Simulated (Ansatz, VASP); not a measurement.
## Co in VASP and in Ansatz

```
CELL_PARAMETERS angstrom
2.32766 0.00000 0.00000
-1.16383 2.01582 0.00000
0.00000 0.00000 3.77816
ATOMIC_POSITIONS crystal
Co 0.33333 0.66667 0.25000
Co 0.66667 0.33333 0.75000
```

Change from the starting cell: volume scaled by 0.8, PAW files.

Alike in both runs: task single point; functional PBE; k mesh 15 × 15 × 8; occupations fermi-dirac, width 0.08 eV; collinear spin.

|  | VASP | Ansatz |
| --- | --- | --- |
| version | VASP 6.6.1 | Ansatz 0.2.0 |
| potentials or method | VASP PAW PBE potentials, release 64 (Co) | PAW with Ansatz's default frozen-core files, scalar-relativistic |
| plane-wave cutoff (eV) | 520 | 420 |
| valence electrons in the cell | 18 | 34 |

Ansatz gave:

- pressure (GPa): 68.8
- traceless stress, the component that is largest in VASP (GPa): -1.99
- net moment per atom (μB): 1.37
- size of the moment on the site where the two differ most (μB): 1.42

**Question.** Estimate VASP's values.

**Answer.** Pressure (GPa): 67.0; traceless stress, the component that is largest in VASP (GPa): -2.00; net moment per atom (μB): 1.38; size of the moment on the site where the two differ most (μB): 1.36.

Site moments also hang on the region over which each program counts them. Both programs put the cell under a high pressure, so it lies far from rest at this level. The functional is the same, so the differences come from potentials, cutoffs and numerics. VASP's potentials hold 18 valence electrons a cell and Ansatz's 34, so a difference there can come from the potentials and not from the codes.

Noted on VASP's run: the cell as given lies far from equilibrium.
